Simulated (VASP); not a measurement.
Runs of VASP 6.6.1 on Y. The structure is that of space group P6/mmm (No. 191), or close to it. The cells are those of the table. This isn't the form of Y at room conditions, which is hcp.

| cell | k mesh | gap on the mesh (eV) | pressure (GPa) |
| --- | --- | --- | --- |
| a = 5.651, b = 5.651, c = 3.527 Å, angles 90.0, 90.0, 120.0°, 3 atoms | 7 × 7 × 10 | none | (a) |
| a = 5.878, b = 5.878, c = 3.668 Å, angles 90.0, 90.0, 120.0°, 3 atoms | 7 × 7 × 10 | none | -2.6 |
| a = 5.729, b = 5.729, c = 3.575 Å, angles 90.0, 90.0, 120.0°, 3 atoms | 7 × 7 × 10 | none | -0.1 |
| a = 5.804, b = 5.804, c = 3.623 Å, angles 90.0, 90.0, 120.0°, 3 atoms | 7 × 7 × 10 | none | -1.4 |
| a = 5.949, b = 5.949, c = 3.713 Å, angles 90.0, 90.0, 120.0°, 3 atoms | 7 × 7 × 10 | none | -3.5 |
| a = 5.729, b = 5.729, c = 3.575 Å, angles 90.0, 90.0, 120.0°, 3 atoms | 7 × 7 × 9 | none | -0.1 |
| a = 5.490, b = 5.490, c = 3.426 Å, angles 90.0, 90.0, 120.0°, 3 atoms | 7 × 7 × 10 | none | (b) |
| a = 5.572, b = 5.572, c = 3.477 Å, angles 90.0, 90.0, 120.0°, 3 atoms | 7 × 7 × 10 | none | 3.4 |
| a = 5.729, b = 5.729, c = 3.575 Å, angles 90.0, 90.0, 120.0°, 3 atoms | 9 × 9 × 12 | none | -0.1 |

Alike in all rows: task single point; level RPBE; potentials or basis VASP PAW PBE potentials, release 64 (Y_sv); no spin polarisation; cutoff (eV) 520; smearing fermi-dirac 0.1 eV.

Q: Fill in the values left out.

A: (a) 1.5; (b) 5.6.

Caveats: the PAW data sets were made with another functional, which shifts forces and pressure a little; the cell stands under pressure (at least some runs); the cell stands under tension (at least some runs).

A k mesh can miss the band edges, and the runs leave out spin-orbit coupling on Y.

A gap of «none» marks levels without a gap at the run's occupations.
